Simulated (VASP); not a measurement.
# SrVO3 (P4/mmm) in VASP: single point with PBE

Aim: the single point of SrVO3 with PBE.

Everything below comes from runs of VASP 6.6.1. Logs are shortened: lines on timing, memory, paths and dates and some standing lists are left out, and cuts for length are marked.

### Step 1. The cell of the first run

It takes space group P4/mmm (No. 123, tetragonal). The conventional cell has a = 3.841 Å, b = 3.841 Å, c = 3.995 Å, α = 90.00°, β = 90.00°, γ = 90.00°. Within 3.6 Å of Sr (site symmetry 4/mmm) lie 12 O at 2.72 to 2.77 Å and 8 V at 3.37 Å. Within 2.5 Å of V (site symmetry 4/mmm) lie 6 O at 1.92 to 2.00 Å. Within 2.6 Å of O (site symmetry 4/mmm) lie 2 V at 2.00 Å. Within 2.5 Å of O (site symmetry mmm) lie 2 V at 1.92 Å.

### Step 2. Single point, PBE, collinear spin, ferromagnetic start

Contents of INCAR:

```
  PREC = Accurate
  ENCUT = 520
  EDIFF = 1E-7
  ISMEAR = -1
  SIGMA = 0.05
  LREAL = F
  LASPH = T
  NELM = 150
  ALGO = Normal
  ISIF = 2
  LWAVE = F
  LCHARG = F
  ISPIN = 2
  MAGMOM = 0 2 0 0 0
  LORBIT = 11
  LMAXMIX = 4
  GGA = PE
  NBANDS = 32
```

Contents of KPOINTS:

```
Automatic mesh
0
Gamma
  6 6 6
```

Contents of POSCAR:

```
SrVO3
1.0
    3.8409000000      0.0000000000      0.0000000000
    0.0000000000      3.8409000000      0.0000000000
    0.0000000000      0.0000000000      3.9945360000
Sr V O
1 1 3
Direct
    0.5000000000      0.5000000000      0.5000000000
    0.0000000000      0.0000000000      0.0000000000
    0.0000000000      0.0000000000      0.5000000000
    0.0000000000      0.5000000000      0.0000000000
    0.5000000000      0.0000000000      0.0000000000
```

Potentials or basis: VASP PAW PBE potentials, release 64 (Sr_sv, V_sv, O).

The run is started by

```
$ cat potpaw_PBE.64/Sr_sv/POTCAR potpaw_PBE.64/V_sv/POTCAR potpaw_PBE.64/O/POTCAR > POTCAR
$ mpirun -np 1 vasp_std > vasp.out
```

OUTCAR:

```text
PREC = Accurate
   ENCUT = 520
   EDIFF = 1E-7
   ISMEAR = -1
   LREAL = F
   LASPH = T
   NELM = 150
   ISIF = 2
   ISPIN = 2
   LORBIT = 11
   GGA = PE

 ion  position               nearest neighbor table
   1  0.500  0.500  0.500-   3 2.72   3 2.72   3 2.72   3 2.72   5 2.77   4 2.77   5 2.77   5 2.77
                             5 2.77   4 2.77   4 2.77   4 2.77   2 3.37   2 3.37   2 3.37   2 3.37
   2  0.000  0.000  0.000-   4 1.92   5 1.92   4 1.92   5 1.92   3 2.00   3 2.00   1 3.37   1 3.37
                             1 3.37   1 3.37   1 3.37   1 3.37   1 3.37   1 3.37
   3  0.000  0.000  0.500-   2 2.00   2 2.00   1 2.72   1 2.72   1 2.72   1 2.72
   4  0.000  0.500  0.000-   2 1.92   2 1.92   1 2.77   1 2.77   1 2.77   1 2.77
   5  0.500  0.000  0.000-   2 1.92   2 1.92   1 2.77   1 2.77   1 2.77   1 2.77

  LATTYP: Found a simple tetragonal cell.
 ALAT       =     3.8409000000
 C/A-ratio  =     1.0400000000

  Lattice vectors:

 A1 = (   3.8409000000,   0.0000000000,   0.0000000000)
 A2 = (   0.0000000000,   3.8409000000,   0.0000000000)
 A3 = (   0.0000000000,   0.0000000000,   3.9945360000)

Analysis of symmetry for initial positions (statically):
=====================================================================
 Subroutine PRICEL returns:
 Original cell was already a primitive cell.

 Routine SETGRP: Setting up the symmetry group for a
 simple tetragonal supercell.

 Subroutine GETGRP returns: Found 16 space group operations
 (whereof 16 operations were pure point group operations)
 out of a pool of 16 trial point group operations.

The static configuration has the point symmetry D_4h.

Analysis of symmetry for dynamics (positions and initial velocities):
=====================================================================
 Subroutine PRICEL returns:
 Original cell was already a primitive cell.

 Routine SETGRP: Setting up the symmetry group for a
 simple tetragonal supercell.

 Subroutine GETGRP returns: Found 16 space group operations
 (whereof 16 operations were pure point group operations)
 out of a pool of 16 trial point group operations.

The dynamic configuration has the point symmetry D_4h.

Analysis of structural, dynamic, and magnetic symmetry:
=====================================================================
 Subroutine PRICEL returns:
 Original cell was already a primitive cell.

 Routine SETGRP: Setting up the symmetry group for a
 simple tetragonal supercell.

 Subroutine GETGRP returns: Found 16 space group operations
 (whereof 16 operations were pure point group operations)
 out of a pool of 16 trial point group operations.

The overall configuration has the point symmetry D_4h.

[... 130 lines left out ...]
   LHFCALC =     F    Hartree Fock is set to
   AEXX    =    0.0000 exact exchange contribution
   IVDW    =     0    specifies the selected vdW correction
   LEPSILON=     F    determine dielectric tensor
   LRPA    =     F    only Hartree local field effects (RPA)
 spin polarized calculation
  energy-cutoff  :      520.00
  volume of cell :       58.93
 maximum number of plane-waves:      1607
 NGX is ok and might be reduce to    30
   NGX = 15   NGY = 15   NGZ = 15

 number of electron      40.9999999 magnetization       0.4967376

 Free energy of the ion-electron system (eV)
  ---------------------------------------------------
  ext. energy  EPLUGINS =         0.00000000
  ---------------------------------------------------
  free energy    TOTEN  =       -39.23718426 eV

  energy without entropy =      -39.22543399  energy(sigma->0) =      -39.23130912

 E-fermi :   5.8504     XC(G=0): -11.3600

 val. band max:        5.8384768590   @ k =   0.1667   0.0000   0.0000
 cond. band min:       5.8835956444   @ k =   0.3333   0.1667   0.0000
 fundamental gap:      0.0451187854
 Fermi energy:         5.8504086153

 spin component 1

 k-point     1 :       0.0000    0.0000    0.0000
  band No.  band energies     occupation
      1     -60.2527      1.00000
      2     -34.0873      1.00000
      3     -34.0873      1.00000
      4     -34.0233      1.00000
      5     -28.7041      1.00000
      6     -13.6675      1.00000
[... 829 lines left out ...]
     31      15.7940      0.00000
     32      15.8252      0.00000

 [... further k-points ...]

 spin component 2

 k-point     1 :       0.0000    0.0000    0.0000
  band No.  band energies     occupation
      1     -59.7432      1.00000
      2     -33.5753      1.00000
      3     -33.5753      1.00000
      4     -33.5452      1.00000
      5     -28.7039      1.00000
      6     -13.6615      1.00000
[... 829 lines left out ...]
     31      15.8054      0.00000
     32      15.8496      0.00000

 [... further k-points ...]
[... 5 lines left out ...]
  --------------------------------------------------------------------------------------
  -------------------------------------------------------------------------------------
  Total       -0.2404209     -0.2404209     -2.7595574      0.0000000     -0.0000000      0.0000000
  in kB       -6.5365786     -6.5365786    -75.0270172      0.0000000     -0.0000000      0.0000000
  external PRESSURE =     -29.3667248 kB  Pullay stress =       0.0000000 kB

 VOLUME and BASIS-vectors are now :
 -----------------------------------------------------------------------------
  energy-cutoff  :      520.00
  volume of cell :       58.93
      direct lattice vectors                 reciprocal lattice vectors
     3.840900000  0.000000000  0.000000000     0.260355646  0.000000000  0.000000000
     0.000000000  3.840900000  0.000000000     0.000000000  0.260355646  0.000000000
     0.000000000  0.000000000  3.994536000     0.000000000  0.000000000  0.250341967

 POSITION                                       TOTAL-FORCE (eV/Angst)
 -----------------------------------------------------------------------------------
      1.92045      1.92045      1.99727         0.000000      0.000000      0.000000
      0.00000      0.00000      0.00000         0.000000      0.000000      0.000000
      0.00000      0.00000      1.99727         0.000000      0.000000      0.000000
      0.00000      1.92045      0.00000         0.000000      0.000000      0.000000
      1.92045      0.00000      0.00000         0.000000      0.000000      0.000000
 -----------------------------------------------------------------------------------
    total drift:                                0.000000     -0.000000      0.000000

  FREE ENERGIE OF THE ION-ELECTRON SYSTEM (eV)
  ---------------------------------------------------
  free  energy   TOTEN  =       -39.2371842583 eV

  energy  without entropy=      -39.2254339890  energy(sigma->0) =      -39.23130912

 total charge

# of ion       s       p       d       tot
------------------------------------------
    1        1.998   5.795   0.202   7.996
    2        2.272   6.323   2.906  11.501
    3        1.559   3.452   0.000   5.011
    4        1.565   3.470   0.000   5.035
    5        1.565   3.470   0.000   5.035
--------------------------------------------------
tot          8.959  22.510   3.109  34.578

 magnetization (x)

# of ion       s       p       d       tot
------------------------------------------
    1       -0.000  -0.000   0.001   0.001
    2        0.004   0.004   0.474   0.481
    3       -0.000  -0.010   0.000  -0.011
    4       -0.000  -0.006   0.000  -0.006
    5       -0.000  -0.006   0.000  -0.006
--------------------------------------------------
tot          0.002  -0.018   0.475   0.459
```

Wall time 2.7 min (1 thread of Intel Xeon Platinum 8488C (Sapphire Rapids), shared host); peak memory 0.27 GiB.

Results:

```yaml
Free_energy: -39.2372 eV
Pressure: -2.9 GPa
Net_moment: 0.50 μB per cell
Site_moments: Sr +0.00; V +0.48; O -0.01 μB
Valence_electrons_inside_the_program's_atomic_spheres: Sr 8.00; V 11.50; O 5.01, 5.04 (each value once)
```

Stress tensor (GPa, compression positive):
```
-0.65  0.00  0.00
 0.00 -0.65  0.00
 0.00  0.00 -7.50
```

Levels at points of the mesh, in eV from the Fermi level:
Spin up:
| k point | band 18 | band 19 | band 20 | band 21 | band 22 | band 23 |
| --- | --- | --- | --- | --- | --- | --- |
| (0.00, 0.00, 0.00) | -2.30 | -2.29 | -2.29 | -1.15 | -1.14 | -1.14 |
| (0.50, 0.00, 0.00) | -3.86 | -2.76 | -2.69 | -1.03 | 0.79 | 0.82 |
| (0.50, 0.50, 0.00) | -3.29 | -3.29 | -1.92 | 0.79 | 0.79 | 1.10 |
| (0.00, 0.00, 0.50) | -3.86 | -2.70 | -2.70 | -1.07 | 0.51 | 0.51 |
| (0.50, 0.00, 0.50) | -3.56 | -3.55 | -2.05 | 0.47 | 0.76 | 0.98 |
| (0.50, 0.50, 0.50) | -1.93 | -1.93 | -1.85 | 1.19 | 1.19 | 1.30 |
Spin down:
| k point | band 16 | band 17 | band 18 | band 19 | band 20 | band 21 | band 22 | band 23 | band 24 | band 25 |
| --- | --- | --- | --- | --- | --- | --- | --- | --- | --- | --- |
| (0.00, 0.00, 0.00) | -3.01 | -3.01 | -2.31 | -2.31 | -2.31 | -0.61 | -0.61 | -0.55 | 1.19 | 1.44 |
| (0.50, 0.00, 0.00) | -4.39 | -4.34 | -3.87 | -2.77 | -2.70 | -0.48 | 1.26 | 1.28 | 1.30 | 3.57 |
| (0.50, 0.50, 0.00) | -4.95 | -3.92 | -3.30 | -3.30 | -1.92 | 1.27 | 1.27 | 1.67 | 2.06 | 5.61 |
| (0.00, 0.00, 0.50) | -4.00 | -4.00 | -3.86 | -2.70 | -2.70 | -0.45 | 0.96 | 0.96 | 1.46 | 3.35 |
| (0.50, 0.00, 0.50) | -4.55 | -3.99 | -3.56 | -3.55 | -2.06 | 0.95 | 1.29 | 1.48 | 2.38 | 5.16 |
| (0.50, 0.50, 0.50) | -5.53 | -5.53 | -1.94 | -1.94 | -1.85 | 1.68 | 1.68 | 1.86 | 5.01 | 5.11 |

Caveat: the stress differs along the axes, from -8 to -1 GPa; a moment this small can come from the mesh or the smearing; semilocal functionals often make such compounds metallic where correlation or magnetic order opens a gap, which also shifts bond lengths.
